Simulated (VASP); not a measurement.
A run of VASP 6.6.1 is set up as follows.

File INCAR:

```
SYSTEM = Ge
PREC = Accurate
ENCUT = 520
EDIFF = 1E-6
ISMEAR = 0
SIGMA = 0.1
LREAL = .False.
LASPH = .True.
NELM = 100
ALGO = Fast
ISIF = 2
LWAVE = .False.
LCHARG = .False.
LDIPOL = .True.
IDIPOL = 3
DIPOL = 0.5 0.5 0.500
GGA = PS
NBANDS = 81
```

Contents of KPOINTS:

```
Automatic mesh
0
Gamma
  9 9 1
  0 0 0
```

File POSCAR:

```
Ge
1.0
    3.9969678635      0.0000000000      0.0000000000
   -1.9984839317      3.4614757079      0.0000000000
    0.0000000000      0.0000000000     24.0227094328
Ge
10
Direct
    0.6666666667      0.3333333333      0.2081363892
    0.3333333333      0.6666666667      0.2426861621
    0.3333333333      0.6666666667      0.3454307514
    0.6666666667      0.3333333333      0.3799805243
    0.6666666667      0.3333333333      0.4827251136
    0.3333333333      0.6666666667      0.5172748864
    0.3333333333      0.6666666667      0.6200194757
    0.6666666667      0.3333333333      0.6545692486
    0.6666666667      0.3333333333      0.7573138379
    0.3333333333      0.6666666667      0.7918636108
```

Potentials or basis: VASP PAW PBE potentials, release 64 (Ge_d).

The run is started by

```sh
$ cat potpaw_PBE.64/Ge_d/POTCAR > POTCAR
$ mpirun -np 1 vasp_std > vasp.out
```

(1) Predict the largest force.

(2) What does it give for the band gap on the k mesh?

Answers

(1) 0.215 eV/Å.

(2) zero (bands 70 and 71 overlap by 0.58 eV).

Caveat: the PAW data sets were made with another functional, which shifts forces and pressure a little.
